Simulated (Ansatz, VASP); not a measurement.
Two plane-wave programs on Hf2O

```
CELL_PARAMETERS angstrom
4.74075 0.00000 0.00000
-2.37038 4.10561 0.00000
0.00000 0.00000 2.84120
ATOMIC_POSITIONS crystal
Hf 0.33333 0.66667 0.50000
Hf 0.66667 0.33333 0.50000
O 0.00000 0.00000 0.00000
```

Alike in both runs: functional PBE; k mesh 6 × 6 × 4; occupations gaussian, width 0.1 eV; no spin polarisation.

Ansatz relaxed the structure, and its values are those at the end. VASP's run is a single point on that final structure, the one shown.

```csv
,VASP,Ansatz
version,VASP 6.6.1,Ansatz 0.2.0
potentials or method,"VASP PAW PBE potentials, release 64 (Hf_pv, O), cutoff 520 eV","scalar-relativistic, plane waves, PAW"
valence electrons in the cell,26,58
```

Ansatz gave:

| Item | Value |
| --- | --- |
| gap on the k mesh at the Fermi level (eV) | none |
| pressure (GPa) | 0.1 |

Task: Which values does VASP return?

Result: gap on the k mesh at the Fermi level (eV): none; pressure (GPa): -0.5.

A gap of «none» marks a metal or a gap that the smearing closes. VASP's potentials hold 26 valence electrons a cell and Ansatz's 58, so a difference there can come from the potentials and not from the codes.

The k mesh is coarse, so the values compare programs but aren't converged. Spin-orbit coupling is off throughout.
